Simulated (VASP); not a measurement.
A run of VASP 6.6.1 is set up as follows.

Contents of INCAR:

```
  PREC = Accurate
  ENCUT = 520
  EDIFF = 1E-6
  ISMEAR = -1
  SIGMA = 0.05
  LREAL = False
  LASPH = True
  NELM = 80
  ALGO = Normal
  ISIF = 2
  LWAVE = False
  LCHARG = False
  GGA = PS
  NBANDS = 10
```

The input KPOINTS:

```
Automatic mesh
0
Gamma
  12 12 12
```

File POSCAR:

```
K
1.0
   -2.5408897001      2.5408897001      2.5408897001
    2.5408897001     -2.5408897001      2.5408897001
    2.5408897001      2.5408897001     -2.5408897001
K
1
Direct
    0.0000000000      0.0000000000      0.0000000000
```

Potentials or basis: VASP PAW PBE potentials, release 64 (K_sv).

The run is started by

```sh
$ cat potpaw_PBE.64/K_sv/POTCAR > POTCAR
$ mpirun -np 1 vasp_std > vasp.out
```

Task: What does it give for the band gap on the k mesh?

Result: Zero (an odd number of electrons rules out a gap without spin polarisation).

Task: Predict the pressure.

Result: 0.3 GPa.

Caveat: the PAW data sets were made with another functional, which shifts forces and pressure a little.
